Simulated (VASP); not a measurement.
# Si in VASP: single point with PBE

Aim: the single point of Si with PBE.

All numbers are computed with VASP 6.6.1; they aren't measurements. Logs are shortened: lines on timing, memory, paths and dates and some standing lists are left out, and cuts for length are marked.

### 1 The cell of the first run

The cell holds a slab with vacuum, 6 atoms: a = 3.868 Å, b = 3.868 Å, c = 30.495 Å, α = 90.00°, β = 90.00°, γ = 90.00°.

### 2 Single point, PBE

INCAR

```
SYSTEM = Si
PREC = Accurate
ENCUT = 520
EDIFF = 1E-6
ISMEAR = 0
SIGMA = 0.05
LREAL = .False.
LASPH = .True.
NELM = 100
ALGO = Normal
ISIF = 2
LWAVE = .False.
LCHARG = .True.
LDIPOL = .True.
IDIPOL = 3
DIPOL = 0.5 0.5 0.353
GGA = PE
LELF = .True.
LVHAR = .True.
LVACPOTAV = .True.
NBANDS = 21
```

KPOINTS

```
regular mesh
0
Gamma
  7 7 1
  0 0 0
```

POSCAR

```
Si
1.0
    3.8677060743      0.0000000000      0.0000000000
    0.0000000000      3.8677060743      0.0000000000
    0.0000000000      0.0000000000     30.4953826402
Si
6
Direct
    0.0000000000      0.5000000000      0.2408064008
    0.0000000000      0.0000000000      0.2863492607
    0.5000000000      0.0000000000      0.3313147983
    0.5000000000      0.5000000000      0.3757600409
    0.0000000000      0.5000000000      0.4220063420
    0.0000000000      0.0000000000      0.4618890336
```

Potentials or basis: VASP PAW PBE potentials, release 64 (Si).

Launch:

```
$ cat potpaw_PBE.64/Si/POTCAR > POTCAR
$ mpirun -np 1 vasp_std > vasp.out
```

OUTCAR:

```text
SYSTEM = Si
   PREC = Accurate
   ENCUT = 520
   EDIFF = 1E-6
   ISMEAR = 0
   LREAL = .False.
   LASPH = .True.
   NELM = 100
   ISIF = 2
   GGA = PE

 ion  position               nearest neighbor table
   1  0.000  0.500  0.241-   2 2.38   2 2.38
   2  0.000  0.000  0.286-   3 2.37   3 2.37   1 2.38   1 2.38
   3  0.500  0.000  0.331-   4 2.36   4 2.36   2 2.37   2 2.37
   4  0.500  0.500  0.376-   3 2.36   3 2.36   5 2.39   5 2.39
   5  0.000  0.500  0.422-   6 2.28   6 2.28   4 2.39   4 2.39
   6  0.000  0.000  0.462-   5 2.28   5 2.28

  LATTYP: Found a simple tetragonal cell.
 ALAT       =     3.8677060743
 C/A-ratio  =     7.8846174074

  Lattice vectors:

 A1 = (   3.8677060743,   0.0000000000,   0.0000000000)
 A2 = (   0.0000000000,   3.8677060743,   0.0000000000)
 A3 = (   0.0000000000,   0.0000000000,  30.4953826402)

Analysis of symmetry for initial positions (statically):
=====================================================================
 Subroutine PRICEL returns:
 Original cell was already a primitive cell.

 Routine SETGRP: Setting up the symmetry group for a
 simple tetragonal supercell.

 Subroutine GETGRP returns: Found  4 space group operations
 (whereof  4 operations were pure point group operations)
 out of a pool of 16 trial point group operations.

The static configuration has the point symmetry C_2v.

Analysis of symmetry for dynamics (positions and initial velocities):
=====================================================================
 Subroutine PRICEL returns:
 Original cell was already a primitive cell.

 Routine SETGRP: Setting up the symmetry group for a
 simple tetragonal supercell.

 Subroutine GETGRP returns: Found  4 space group operations
 (whereof  4 operations were pure point group operations)
 out of a pool of 16 trial point group operations.

The dynamic configuration has the point symmetry C_2v.

 Subroutine INISYM returns: Found  4 space group operations
 (whereof  4 operations are pure point group operations),
 and found     1 'primitive' translations

----------------------------------------------------------------------------------------

                                     Primitive cell

  volume of cell :     456.1850

  direct lattice vectors                    reciprocal lattice vectors
     3.867706074  0.000000000  0.000000000     0.258551188  0.000000000  0.000000000
     0.000000000  3.867706074  0.000000000     0.000000000  0.258551188  0.000000000
     0.000000000  0.000000000 30.495382640     0.000000000  0.000000000  0.032791850

  length of vectors
     3.867706074  3.867706074 30.495382640     0.258551188  0.258551188  0.032791850

  position of ions in fractional coordinates (direct lattice)
     0.000000000  0.500000000  0.240806401
     0.000000000  0.000000000  0.286349261
     0.500000000  0.000000000  0.331314798
     0.500000000  0.500000000  0.375760041
     0.000000000  0.500000000  0.422006342
     0.000000000  0.000000000  0.461889034

  ion indices of the primitive-cell ions
   primitive index   ion index
                 1           1
                 2           2
                 3           3
                 4           4
                 5           5
                 6           6

----------------------------------------------------------------------------------------

 KPOINTS: regular mesh

Automatic generation of k-mesh.
 Grid dimensions read from file:
 generate k-points for:    7    7    1

 Generating k-lattice:

  Cartesian coordinates                     Fractional coordinates (reciprocal lattice)
     0.036935884  0.000000000  0.000000000     0.142857143  0.000000000  0.000000000
     0.000000000  0.036935884  0.000000000     0.000000000  0.142857143  0.000000000
     0.000000000  0.000000000  0.032791850     0.000000000  0.000000000  1.000000000

  Length of vectors
     0.036935884  0.036935884  0.032791850

  Shift w.r.t. Gamma in fractional coordinates (k-lattice)
     0.000000000  0.000000000  0.000000000

 Subroutine IBZKPT returns following result:
 ===========================================

 Found     16 irreducible k-points:

 Following reciprocal coordinates:
            Coordinates               Weight
  0.000000  0.000000  0.000000      1.000000
  0.142857  0.000000  0.000000      2.000000
  0.000000  0.142857  0.000000      2.000000
  0.285714  0.000000  0.000000      2.000000
  0.000000  0.285714  0.000000      2.000000
  0.428571  0.000000  0.000000      2.000000
[... 8 lines left out ...]
 -0.285714  0.428571  0.000000      4.000000
  0.428571  0.428571  0.000000      4.000000
   k-points           NKPTS =     16   k-points in BZ     NKDIM =     16   number of bands    NBANDS=     21
   number of dos      NEDOS =    301   number of ions     NIONS =      6
   total plane-waves  NPLWV = 216000
   dimension x,y,z NGX =    30 NGY =   30 NGZ =  240
   dimension x,y,z NGXF=    60 NGYF=   60 NGZF=  480
   ions per type =               6
   NGX,Y,Z   is equivalent  to a cutoff of  12.89, 12.89, 13.08 a.u.
   NGXF,Y,Z  is equivalent  to a cutoff of  25.79, 25.79, 26.17 a.u.
 SYSTEM =  Si
   PREC   = accura    normal or accurate (medium, high low for compatibility)
   ISTART =      0    job   : 0-new  1-cont  2-samecut
   ICHARG =      2    charge: 1-file 2-atom 10-const
   ISPIN  =      1    spin polarized calculation?
   LNONCOLLINEAR =      F non collinear calculations
   LSORBIT =      F    spin-orbit coupling
   LASPH  =      T    aspherical Exc in radial PAW
   ENCUT  =  520.0 eV  38.22 Ry    6.18 a.u.   7.19  7.19 56.70*2*pi/ulx,y,z
   NELM   =    100;   NELMIN=  2; NELMDL= -5     # of ELM steps
   EDIFF  = 0.1E-05   stopping-criterion for ELM
   LREAL  =      F    real-space projection
   EDIFFG = 0.1E-04   stopping-criterion for IOM
   NSW    =      0    number of steps for IOM
   IBRION =     -1    ionic relax: 0-MD 1-quasi-New 2-CG
   NFREE  =      0    steps in history (QN), initial steepest desc. (CG)
   ISIF   =      2    stress and relaxation
   ISYM   =      2    0-nonsym 1-usesym 2-fastsym
   POTIM  = 0.5000    time-step for ionic-motion
   TEBEG  =    0.0;   TEEND  =   0.0 temperature during run
   PSTRESS=    0.0 pullay stress
   NELECT =      24.0000    total number of electrons
   NUPDOWN=      -1.0000    fix difference up-down
   EMIN   =  10.00;   EMAX   =-10.00  energy-range for DOS
   EFERMI =   0.00;   METHOD = LEGACY
   ISMEAR =     0;   SIGMA  =   0.05  broadening in eV -4-tet -1-fermi 0-gaus
   EFERMI_NEDOS =   21; number of points for ismear=-14 and -15
   IALGO  =     38    algorithm
   IMIX   =      4    mixing-type and parameters
     AMIX     =   0.40;   BMIX     =  1.00
     AMIX_MAG =   1.60;   BMIX_MAG =  1.00
  volume/ion in A,a.u.               =      76.03       513.08
  Fermi-wavevector in a.u.,A,eV,Ry     =   0.613430  1.159214  5.119820  0.376296
  Thomas-Fermi vector in A             =   1.670076
   LORBIT       =      0    0 simple, 1 ext, 2 COOP (PROOUT), +10 PAW based schemes
   GGA     = PE    functional components
   LHFCALC =     F    Hartree Fock is set to
   AEXX    =    0.0000 exact exchange contribution
   IVDW    =     0    specifies the selected vdW correction
   LEPSILON=     F    determine dielectric tensor
   LRPA    =     F    only Hartree local field effects (RPA)
 non-spin polarized calculation
 Gauss-broadening in eV      SIGMA  =   0.05
  energy-cutoff  :      520.00
  volume of cell :      456.19
 maximum number of plane-waves:     12318
 NGX is ok and might be reduce to    30
   NGX = 15   NGY = 15   NGZ =113

 dipolmoment           0.000000      0.000000      0.040034 electrons x Angstroem

 number of electron      23.9999997 magnetization

 dipolmoment           0.000000      0.000000     -0.014284 electrons x Angstroem

 Free energy of the ion-electron system (eV)
  ---------------------------------------------------
  ext. energy  EPLUGINS =         0.00000000
  ---------------------------------------------------
  free energy    TOTEN  =       -28.55799554 eV

  energy without entropy =      -28.55013745  energy(sigma->0) =      -28.55406649

 E-fermi :  -2.3964     XC(G=0):  -3.1330

 val. band max:       -2.3966986632   @ k =  -0.1429   0.2857   0.0000
 cond. band min:      -2.3402105616   @ k =  -0.2857   0.4286   0.0000
 fundamental gap:      0.0564881016
 Fermi energy:        -2.3963607450

 k-point     1 :       0.0000    0.0000    0.0000
  band No.  band energies     occupation
      1     -13.7484      2.00000
      2     -12.6153      2.00000
      3     -10.8180      2.00000
      4      -8.4512      2.00000
      5      -5.8374      2.00000
      6      -4.8796      2.00000
[... 13 lines left out ...]
     20       1.3339      0.00000
     21       2.5078      0.00000

 k-point     2 :       0.1429    0.0000    0.0000
  band No.  band energies     occupation
      1     -13.5822      2.00000
      2     -12.4757      2.00000
      3     -10.8027      2.00000
      4      -8.3704      2.00000
      5      -6.3430      2.00000
      6      -5.0405      2.00000
[... 13 lines left out ...]
     20       1.8040      0.00000
     21       2.3466      0.00000

 k-point     3 :       0.0000    0.1429    0.0000
  band No.  band energies     occupation
      1     -13.5768      2.00000
      2     -12.4572      2.00000
      3     -10.6366      2.00000
      4      -8.6092      2.00000
      5      -6.3689      2.00000
      6      -5.5339      2.00000
[... 13 lines left out ...]
     20       1.9527      0.00000
     21       2.3196      0.00000
[... 265 lines left out ...]
 k-point    15 :      -0.2857    0.4286    0.0000
  band No.  band energies     occupation
      1     -11.6604      2.00000
      2     -11.0688      2.00000
      3      -9.6780      2.00000
      4      -9.2525      2.00000
      5      -8.7987      2.00000
      6      -8.0014      2.00000
[... 13 lines left out ...]
     20       2.9865      0.00000
     21       3.5303      0.00000

 k-point    16 :       0.4286    0.4286    0.0000
  band No.  band energies     occupation
      1     -10.8815      2.00000
      2     -10.3695      2.00000
      3      -9.8840      2.00000
      4      -9.3980      2.00000
      5      -8.9307      2.00000
      6      -8.5468      2.00000
[... 13 lines left out ...]
     20       2.5937      0.00000
     21       3.4185      0.00000

------------------------ aborting loop because EDIFF is reached ----------------------------------------

  FORCE on cell =-STRESS in cart. coord.  units (eV):
  Direction    XX          YY          ZZ          XY          YZ          ZX
  --------------------------------------------------------------------------------------
  -------------------------------------------------------------------------------------
  Total       -3.2260920      0.3542320      0.6918440      0.0000000      0.0000000      0.0000000
  in kB      -11.3304280      1.2441058      2.4298405      0.0000000      0.0000000      0.0000000
  external PRESSURE =      -2.5521606 kB  Pullay stress =       0.0000000 kB

 VOLUME and BASIS-vectors are now :
 -----------------------------------------------------------------------------
  energy-cutoff  :      520.00
  volume of cell :      456.19
      direct lattice vectors                 reciprocal lattice vectors
     3.867706074  0.000000000  0.000000000     0.258551188  0.000000000  0.000000000
     0.000000000  3.867706074  0.000000000     0.000000000  0.258551188  0.000000000
     0.000000000  0.000000000 30.495382640     0.000000000  0.000000000  0.032791850

 POSITION                                       TOTAL-FORCE (eV/Angst)
 -----------------------------------------------------------------------------------
      0.00000      1.93385      7.34348         0.000000      0.000000      0.166333
      0.00000      0.00000      8.73233         0.000000      0.000000     -0.200810
      1.93385      0.00000     10.10357         0.000000      0.000000      0.082155
      1.93385      1.93385     11.45895         0.000000      0.000000      0.021585
      0.00000      1.93385     12.86924         0.000000      0.000000     -0.932022
      0.00000      0.00000     14.08548         0.000000      0.000000      0.862759
 -----------------------------------------------------------------------------------
    total drift:                               -0.000000     -0.000000      0.000027

  FREE ENERGIE OF THE ION-ELECTRON SYSTEM (eV)
  ---------------------------------------------------
  free  energy   TOTEN  =       -28.5579955443 eV

  energy  without entropy=      -28.5501374450  energy(sigma->0) =      -28.55406649

 vacuum level on the upper side and lower side of the slab         2.842         3.014
```

Run time: 7.3 min. Hardware: 1 thread of Intel Xeon 8259CL, shared host; peak memory 0.54 GiB.

Results:

```yaml
Free_energy: -28.5580 eV
Largest_force: 0.932 eV/Å
Band_gap_on_the_k_mesh: zero (bands 12 and 13 overlap by 0.81 eV)
```

Forces in eV/Å, atoms in the order of the input:
```
Si   0.000  0.000  0.166
Si   0.000  0.000 -0.201
Si   0.000  0.000  0.082
Si   0.000  0.000  0.022
Si   0.000  0.000 -0.932
Si   0.000  0.000  0.863
```
